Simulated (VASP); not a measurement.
Runs of VASP 6.6.1 on InSb. The structure is that of space group F-43m (No. 216), or close to it. The cells are those of the table. 

```tsv
task	level	cell	k mesh	smearing	gap on the mesh (eV)	pressure (GPa)
single point	PBE	a = 4.692 Å, angles 60.0°, 2 atoms	12 × 12 × 12	gaussian 0.1 eV	none	0.0
single point	PBE	a = 4.738 Å, angles 60.0°, 2 atoms	12 × 12 × 12	gaussian 0.1 eV	none	-1.0
single point	PBE	a = 4.173 Å, angles 60.0°, 2 atoms	12 × 12 × 12	fermi-dirac 0.15 eV	0.66	29.9
single point	PBE	a = 4.546 Å, angles 60.0°, 2 atoms	12 × 12 × 12	gaussian 0.1 eV	none	(a)
single point	r2SCAN	a = 4.692 Å, angles 60.0°, 2 atoms	12 × 12 × 12	gaussian 0.1 eV	none	-1.4
single point	PBE	a = 4.784 Å, angles 60.0°, 2 atoms	12 × 12 × 12	gaussian 0.1 eV	none	(b)
```

Alike in all rows: potentials or basis VASP PAW PBE potentials, release 64 (In_d, Sb); no spin polarisation; cutoff (eV) 520.

**Question.** Estimate the missing entries.

**Answer.** (a) 4.3; (b) -1.9.

Caveats: spin-orbit coupling is left out, which moves the levels of the heavy elements; the PAW data sets were made with another functional, which shifts forces and pressure a little (some runs).

A k mesh can miss the band edges, and the runs leave out spin-orbit coupling on In, Sb.

A gap of «none» marks levels without a gap at the run's occupations.
